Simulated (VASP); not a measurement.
Input of a VASP 6.6.1 run:

File INCAR:

```
  PREC = Accurate
  ENCUT = 520
  EDIFF = 1E-7
  ISMEAR = 0
  SIGMA = 0.1
  LREAL = F
  LASPH = T
  NELM = 100
  ALGO = Fast
  ISIF = 2
  LWAVE = F
  LCHARG = F
  LDIPOL = T
  IDIPOL = 3
  DIPOL = 0.5 0.5 0.500
  GGA = PS
  NBANDS = 90
```

Contents of KPOINTS:

```
regular mesh
0
Gamma
  11 5 1
```

Contents of POSCAR:

```
Ta
1.0
    3.2804826230      0.0000000000      0.0000000000
    0.0000000000      7.3353821440      0.0000000000
    0.0000000000      0.0000000000     24.5359967872
Ta
14
Direct
    0.5000000000      0.7000000000      0.3056733364
    0.0000000000      0.4000000000      0.3355697462
    0.5000000000      0.1000000000      0.3654661560
    0.0000000000      0.8000000000      0.3953625658
    0.5000000000      0.5000000000      0.4252589755
    0.0000000000      0.2000000000      0.4551553853
    0.5000000000      0.9000000000      0.4850517951
    0.0000000000      0.6000000000      0.5149482049
    0.5000000000      0.3000000000      0.5448446147
    0.0000000000      0.0000000000      0.5747410245
    0.5000000000      0.7000000000      0.6046374342
    0.0000000000      0.4000000000      0.6345338440
    0.5000000000      0.1000000000      0.6644302538
    0.0000000000      0.8000000000      0.6943266636
```

Potentials or basis: VASP PAW PBE potentials, release 64 (Ta_pv).

Launch:

```console
$ cat potpaw_PBE.64/Ta_pv/POTCAR > POTCAR
$ mpirun -np 1 vasp_std > vasp.out
```

**Question.** Predict the largest force.

**Answer.** 2.069 eV/Å.

**Question.** Predict the band gap on the k mesh.

**Answer.** Zero (bands 77 and 78 overlap by 0.85 eV).

Forces in eV/Å, atoms in the order of the input:
```
Ta   0.000 -0.514  2.005
Ta   0.000  0.783 -0.086
Ta   0.000  0.060 -0.062
Ta   0.000 -0.283 -1.034
Ta   0.000 -0.082 -0.597
Ta   0.000  0.118 -0.186
Ta   0.000  0.224 -0.151
Ta   0.000 -0.224  0.151
Ta   0.000 -0.118  0.186
Ta   0.000  0.082  0.597
Ta   0.000  0.283  1.034
Ta   0.000 -0.060  0.062
Ta   0.000 -0.783  0.086
Ta   0.000  0.514 -2.005
```

Caveat: the PAW data sets were made with another functional, which shifts forces and pressure a little; spin-orbit coupling is left out, which moves the levels of the heavy elements.
